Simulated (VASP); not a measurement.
Here is a VASP 6.6.1 calculation.

INCAR

```
SYSTEM = Al
PREC = Accurate ; ENCUT = 520
EDIFF = 1E-6 ; ISMEAR = 0
SIGMA = 0.1 ; LREAL = .FALSE.
LASPH = .TRUE. ; NELM = 80
ALGO = Normal ; ISIF = 2
LWAVE = .FALSE. ; LCHARG = .FALSE.
GGA = PE ; IVDW = 12
NBANDS = 8
```

Contents of KPOINTS:

```
regular mesh
0
G
  18 18 18
  0 0 0
```

POSCAR

```
Al
1.0
    0.0000000000      1.9913663548      1.9913663548
    1.9913663548      0.0000000000      1.9913663548
    1.9913663548      1.9913663548      0.0000000000
Al
1
Direct
    0.0000000000      0.0000000000      0.0000000000
```

Potentials or basis: VASP PAW PBE potentials, release 64 (Al).

Run with:

```bash
$ cat potpaw_PBE.64/Al/POTCAR > POTCAR
$ mpirun -np 1 vasp_std > vasp.out
```

Task: Estimate the band gap on the k mesh.

Result: Zero (an odd number of electrons rules out a gap without spin polarisation).

Task: What does it give for the pressure?

Result: -0.1 GPa.
